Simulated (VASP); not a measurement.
# Ru (P6_3/mmc) in VASP: notebook, part 2 of 2

VASP 6.6.1.

## 3. Single point, BLYP

This run uses another cell than the first one, of 14.42 Å³/atom.

Input file INCAR:

```
SYSTEM = Ru
PREC = Accurate
ENCUT = 520
EDIFF = 1E-7
ISMEAR = -1
SIGMA = 0.05
LREAL = .FALSE.
LASPH = .TRUE.
NELM = 60
ALGO = Fast
ISIF = 2
LWAVE = .FALSE.
LCHARG = .FALSE.
GGA = B5
ALDAX = 1.0
AGGAX = 1.0
AGGAC = 1.0
ALDAC = 0.0
NBANDS = 21
```

Input file KPOINTS:

```
regular mesh
0
G
  11 11 6
  0 0 0
```

Input file POSCAR:

```
Ru
1.0
    2.7636740183      0.0000000000      0.0000000000
   -1.3818370092      2.3934119077      0.0000000000
    0.0000000000      0.0000000000      4.3597252033
Ru
2
Direct
    0.6666666667      0.3333333333      0.7500000000
    0.3333333333      0.6666666667      0.2500000000
```

Potentials or basis: VASP PAW PBE potentials, release 64 (Ru_pv).

The run is started by

```sh
$ cat potpaw_PBE.64/Ru_pv/POTCAR > POTCAR
$ mpirun -np 1 vasp_std > vasp.out
```

Run time: 94 s. Hardware: 1 thread of Intel Xeon 8259CL, shared host; peak memory 0.17 GiB.

Results (log left out):

| Quantity | Value |
| --- | --- |
| Free energy | -15.8487 eV |
| Pressure | 0.7 GPa |
| Band gap on the k mesh | zero (bands 14 and 15 overlap by 2.79 eV) |

Stress tensor (GPa, compression positive):
```
0.65 0.00 0.00
0.00 0.65 0.00
0.00 0.00 0.75
```

Levels at points of the mesh, in eV from the Fermi level:
```
           k point  band 11  band 12  band 13  band 14  band 15  band 16  band 17  band 18
(0.00, 0.00, 0.00)    -2.14    -1.70    -1.70    -1.26    -1.26     1.12     1.12     1.64
(0.00, 0.00, 0.50)    -2.48    -2.48    -2.36    -2.36     0.52     0.52     0.52     0.52
```

Caveat: the PAW data sets were made with another functional, which shifts forces and pressure a little.

## 4. Single point, r2SCAN

This run uses another cell than the first one, of 13.49 Å³/atom.

Input file POSCAR:

```
Ru
1.0
    2.7021436369      0.0000000000      0.0000000000
   -1.3510718184      2.3401250342      0.0000000000
    0.0000000000      0.0000000000      4.2679422933
Ru
2
Direct
    0.6666666667      0.3333333333      0.7500000000
    0.3333333333      0.6666666667      0.2500000000
```

Input file INCAR.step1:

```
SYSTEM = Ru
ALGO     = Normal         ! electronic algorithm
EDIFF    = 1E-4           ! SCF threshold, eV
ENCUT    = 520            ! plane-wave cutoff, eV
GGA      = PE             ! functional
ISMEAR   = -1             ! smearing method
LASPH    = .True.         ! aspherical terms in the spheres
LCHARG   = .False.        ! write CHGCAR
LREAL    = .False.        ! projectors in reciprocal space
LWAVE    = .True.         ! write WAVECAR
NBANDS   = 21             ! bands
NELM     = 100            ! most SCF steps
PREC     = Accurate       ! precision mode
SIGMA    = 0.05           ! smearing width, eV
```

Input file INCAR.step2:

```
SYSTEM = Ru
ALGO     = Normal         ! electronic algorithm
EDIFF    = 1E-7           ! SCF threshold, eV
ENCUT    = 520            ! plane-wave cutoff, eV
ISIF     = 2              ! what is computed and relaxed
ISMEAR   = -1             ! smearing method
ISTART   = 1            
LASPH    = .True.         ! aspherical terms in the spheres
LCHARG   = .False.        ! write CHGCAR
LMIXTAU  = .True.       
LREAL    = .False.        ! projectors in reciprocal space
LWAVE    = .False.        ! write WAVECAR
METAGGA  = R2SCAN         ! meta-GGA
NBANDS   = 21             ! bands
NELM     = 100            ! most SCF steps
PREC     = Accurate       ! precision mode
SIGMA    = 0.05           ! smearing width, eV
```

Input file KPOINTS:

```
k-points
0
Gamma
  11 11 6
  0 0 0
```

The run is started by

```sh
$ cat potpaw_PBE.64/Ru_pv/POTCAR > POTCAR
$ cp INCAR.step1 INCAR
$ mpirun -np 1 vasp_std > vasp.out
$ cp INCAR.step2 INCAR
$ mpirun -np 1 vasp_std > vasp.out
```

Run time: 3.5 min. Hardware: 1 thread of Intel Xeon 8259CL, shared host; peak memory 0.16 GiB.

The run converged. Its results:

```yaml
Free_energy: -50.8520 eV
Pressure: 1.5 GPa
Band_gap_on_the_k_mesh: zero (bands 14 and 15 overlap by 3.24 eV)
```

Stress tensor (GPa, compression positive):
```
1.49 0.00 0.00
0.00 1.49 0.00
0.00 0.00 1.65
```

Levels at points of the mesh, in eV from the Fermi level:
| k point | band 10 | band 11 | band 12 | band 13 | band 14 | band 15 | band 16 | band 17 | band 18 | band 19 |
| --- | --- | --- | --- | --- | --- | --- | --- | --- | --- | --- |
| (0.00, 0.00, 0.00) | -2.66 | -2.45 | -1.94 | -1.94 | -1.42 | -1.42 | 1.31 | 1.31 | 1.45 | 8.48 |
| (0.00, 0.00, 0.50) | -2.84 | -2.84 | -2.84 | -2.76 | -2.76 | 0.64 | 0.64 | 0.64 | 0.64 | 8.48 |

Caveat: an empty level that is flat over the whole mesh can mark a ghost state of the potentials, or a narrow d or f band; the PAW data sets were made with another functional, which shifts forces and pressure a little.

## 5. Relaxation of cell and atoms, LDA

This run uses another cell than the first one, of 13.57 Å³/atom.

Input file INCAR:

```
  PREC = Accurate
  ENCUT = 600
  EDIFF = 1E-6
  ISMEAR = -1
  SIGMA = 0.05
  LREAL = F
  LASPH = T
  NELM = 100
  ALGO = Normal
  ISIF = 3
  LWAVE = F
  LCHARG = F
  GGA = CA
  IBRION = 2
  NSW = 60
  EDIFFG = -0.01
```

Input file KPOINTS:

```
regular mesh
0
Gamma
  11 11 6
```

Input file POSCAR:

```
Ru
1.0
    2.7058000000      0.0000000000      0.0000000000
   -1.3529000000      2.3432915376      0.0000000000
    0.0000000000      0.0000000000      4.2819000000
Ru
2
Direct
    0.6666666667      0.3333333333      0.7500000000
    0.3333333333      0.6666666667      0.2500000000
```

Potentials or basis: VASP PAW LDA potentials, release 64 (Ru_pv).

The run is started by

```sh
$ cat potpaw_LDA.64/Ru_pv/POTCAR > POTCAR
$ mpirun -np 1 vasp_std > vasp.out
```

Wall time 2.7 min (1 thread of Intel Xeon 8259CL, shared host); peak memory 0.17 GiB.

Results (log left out):

```yaml
Free_energy: -21.3873 eV
Relaxed_volume: 13.13 Å³/atom
Relaxed_cell: a = 2.676 Å, b = 2.676 Å, c = 4.233 Å, α = 90.00°, β = 90.00°, γ = 120.00°
Space_group_after_relaxing_to_0.1_Å: P6_3/mmc (No. 194)
Energy_gained_by_relaxing: 16.7 meV/atom
Ionic_steps: 7
Pressure_after_relaxing: 0.0 GPa
Band_gap_on_the_k_mesh: zero (bands 14 and 15 overlap by 3.25 eV)
```

Stress tensor (GPa, compression positive):
```
-0.09  0.00  0.00
 0.00 -0.09  0.00
 0.00  0.00  0.04
```

Step by step:
```
step  energy change (eV)  largest force (eV/Å)  pressure (GPa)  volume (Å³)
   1              0.0000                0.0000          -11.44        27.15
   2              0.3705                0.0000           52.54        23.51
   3             -0.0332                0.0000           -0.58        26.29
   4             -0.0333                0.0000           -0.08        26.25
   5             -0.0333                0.0000            0.16        26.24
   6             -0.0333                0.0000           -0.44        26.28
   7             -0.0333                0.0000           -0.05        26.25
```

Final structure:
```
Ru
1.0
     2.67593    0.00000    0.00000
    -1.33796    2.31742    0.00000
     0.00000    0.00000    4.23346
Ru
2
Direct
  0.66667 0.33333 0.75000
  0.33333 0.66667 0.25000
```

Levels at points of the mesh, in eV from the Fermi level:
| k point | band 10 | band 11 | band 12 | band 13 | band 14 | band 15 | band 16 | band 17 | band 18 |
| --- | --- | --- | --- | --- | --- | --- | --- | --- | --- |
| (0.00, 0.00, 0.00) | -2.68 | -2.49 | -1.95 | -1.95 | -1.40 | -1.40 | 1.33 | 1.33 | 1.41 |
| (0.00, 0.00, 0.50) | -2.85 | -2.85 | -2.85 | -2.76 | -2.76 | 0.66 | 0.66 | 0.66 | 0.66 |

LDA usually gives volumes a few per cent too small. Zero-point motion and thermal expansion aren't in these numbers.

## 6. Relaxation of cell and atoms, PBEsol

This run uses another cell than the first one, of 13.57 Å³/atom.

Input file INCAR:

```
SYSTEM = Ru
  ALGO = Normal
  EDIFF = 1E-6
  EDIFFG = -0.01
  ENCUT = 600
  GGA = PS
  IBRION = 2
  ISIF = 3
  ISMEAR = -1
  LASPH = .True.
  LCHARG = .False.
  LREAL = .False.
  LWAVE = .False.
  NELM = 100
  NSW = 60
  PREC = Accurate
  SIGMA = 0.05
```

Input file KPOINTS:

```
k-points
0
Gamma
  11 11 6
  0 0 0
```

POSCAR is that of step 5.

Potentials or basis: VASP PAW PBE potentials, release 64 (Ru_pv).

The run is started by

```sh
$ cat potpaw_PBE.64/Ru_pv/POTCAR > POTCAR
$ mpirun -np 1 vasp_std > vasp.out
```

Run time: 2.2 min. Hardware: 1 thread of Intel Xeon 8259CL, shared host; peak memory 0.18 GiB.

Results (log left out):

* Free energy: -20.3393 eV
* Relaxed volume: 13.32 Å³/atom
* Relaxed cell: a = 2.689 Å, b = 2.689 Å, c = 4.255 Å, α = 90.00°, β = 90.00°, γ = 120.00°
* Space group after relaxing (to 0.1 Å): P6_3/mmc (No. 194)
* Energy gained by relaxing: 5.1 meV/atom
* Ionic steps: 5
* Pressure after relaxing: 0.0 GPa
* Band gap on the k mesh: zero (bands 14 and 15 overlap by 3.17 eV)

The path:
```tsv
step	energy change (eV)	largest force (eV/Å)	pressure (GPa)	volume (Å³)
1	0.0000	0.0000	-6.28	27.15
2	0.0976	0.0000	23.90	25.11
3	-0.0102	0.0000	-0.21	26.65
4	-0.0102	0.0000	0.03	26.64
5	-0.0102	0.0000	0.02	26.64
```

Final structure:
```cif
data_structure
_symmetry_space_group_name_H-M 'P 1'
_symmetry_Int_Tables_number 1
_cell_length_a 2.6887
_cell_length_b 2.6887
_cell_length_c 4.2547
_cell_angle_alpha 90.000
_cell_angle_beta 90.000
_cell_angle_gamma 120.000
_cell_volume 26.64
loop_
_atom_site_label
_atom_site_type_symbol
_atom_site_fract_x
_atom_site_fract_y
_atom_site_fract_z
_atom_site_occupancy
Ru1 Ru 0.66667 0.33333 0.75000 1
Ru2 Ru 0.33333 0.66667 0.25000 1
```

Levels at points of the mesh, in eV from the Fermi level:
```csv
k point,band 10,band 11,band 12,band 13,band 14,band 15,band 16,band 17,band 18
"(0.00, 0.00, 0.00)",-2.61,-2.43,-1.90,-1.90,-1.36,-1.36,1.30,1.30,1.33
"(0.00, 0.00, 0.50)",-2.78,-2.78,-2.78,-2.73,-2.73,0.64,0.64,0.64,0.64
```

Caveat: the PAW data sets were made with another functional, which shifts forces and pressure a little.

## 7. The runs side by side

| task | level | potentials or basis | cell | cutoff (eV) | gap on the mesh (eV) | pressure (GPa) | relaxed volume (Å³/atom) |
| --- | --- | --- | --- | --- | --- | --- | --- |
| single point | revPBE | VASP PAW PBE potentials, release 64 (Ru_pv) | a = 2.729, b = 2.729, c = 4.314 Å, angles 90.0, 90.0, 120.0°, 2 atoms | 520 | none | -0.1 | - |
| single point | BLYP | VASP PAW PBE potentials, release 64 (Ru_pv) | a = 2.764, b = 2.764, c = 4.360 Å, angles 90.0, 90.0, 120.0°, 2 atoms | 520 | none | 0.7 | - |
| single point | r2SCAN | VASP PAW PBE potentials, release 64 (Ru_pv) | a = 2.702, b = 2.702, c = 4.268 Å, angles 90.0, 90.0, 120.0°, 2 atoms | 520 | none | 1.5 | - |
| relaxation of cell and atoms | LDA | VASP PAW LDA potentials, release 64 (Ru_pv) | relaxed from a = 2.706, b = 2.706, c = 4.282 Å, angles 90.0, 90.0, 120.0°, 2 atoms | 600 | none | 0.0 | 13.13 |
| relaxation of cell and atoms | PBEsol | VASP PAW PBE potentials, release 64 (Ru_pv) | relaxed from a = 2.706, b = 2.706, c = 4.282 Å, angles 90.0, 90.0, 120.0°, 2 atoms | 600 | none | 0.0 | 13.32 |

Alike in all rows: no spin polarisation; k mesh 11 × 11 × 6; smearing fermi-dirac 0.05 eV.

Caveats: the PAW data sets were made with another functional, which shifts forces and pressure a little (at least some runs); an empty level that is flat over the whole mesh can mark a ghost state of the potentials, or a narrow d or f band (at least some runs).

Absolute energies hang on the potentials; compare differences alone.
